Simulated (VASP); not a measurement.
## PbSe: single point with PBE

PbSe:

```
Pb Se
1.0
     0.00000    3.06215    3.06215
     3.06215    0.00000    3.06215
     3.06215    3.06215    0.00000
Pb Se
1 1
Direct
  0.00000 0.00000 0.00000
  0.50000 0.50000 0.50000
```

| Quantity | Value |
| --- | --- |
| Program | VASP 6.6.1 |
| Task | single point |
| Functional | PBE |
| Potentials or basis | VASP PAW PBE potentials, release 64 (Pb_d, Se) |
| Cutoff | 520 eV |
| k mesh | 9 × 9 × 9 |
| Occupations | gaussian, width 0.05 eV |
| Spin | no spin polarisation |

* Pressure: 2.3 GPa

Levels at points of the mesh, in eV from the Fermi level:
| k point | band 7 | band 8 | band 9 | band 10 | band 11 | band 12 | band 13 | band 14 |
| --- | --- | --- | --- | --- | --- | --- | --- | --- |
| (0.00, 0.00, 0.00) | -6.39 | -1.96 | -1.96 | -1.96 | 4.62 | 4.62 | 4.62 | 6.43 |

It took 92 s on 1 thread of Intel(R) Xeon(R) 6975P-C (Granite Rapids), with other jobs on the host, peak memory 0.46 GiB.

Caveat: this odd mesh misses L, where the gap lies, so gap, dielectric constants and Born charges aren't listed; spin-orbit coupling is left out, which moves the levels of the heavy elements.
